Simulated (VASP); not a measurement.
CuAu:

```
Au Cu
1.0
     2.79188    0.00000    0.00000
     0.00000    2.79188    0.00000
     0.00000    0.00000    3.66027
Au Cu
1 1
Direct
  0.00000 0.00000 0.00000
  0.50000 0.50000 0.50000
```

Base run:

- Program: VASP 6.6.1
- Functional: PBEsol
- Potentials or basis: VASP PAW PBE potentials, release 64 (Au, Cu)
- Cutoff: 520 eV
- k mesh: 9 × 9 × 7
- Occupations: fermi-dirac, width 0.05 eV
- Spin: no spin polarisation

Its results: band gap on the k mesh zero (band 11 reaches 12.33 eV, above the bottom of band 12 at 6.86 eV); pressure -0.7 GPa.

The run is repeated on the same cell with these changes: functional from PBEsol to PBE; further incar settings from ALGO = Normal; EDIFF = 1e-07; NBANDS = 18 to ALGO = Fast; EDIFF = 1e-07; NBANDS = 18. What comes out?

Band gap on the k mesh zero (band 11 reaches 12.55 eV, above the bottom of band 12 at 7.04 eV); pressure 8.0 GPa.

Caveats: spin-orbit coupling is left out, which moves the levels of the heavy elements; the PAW data sets were made with another functional, which shifts forces and pressure a little (some runs).
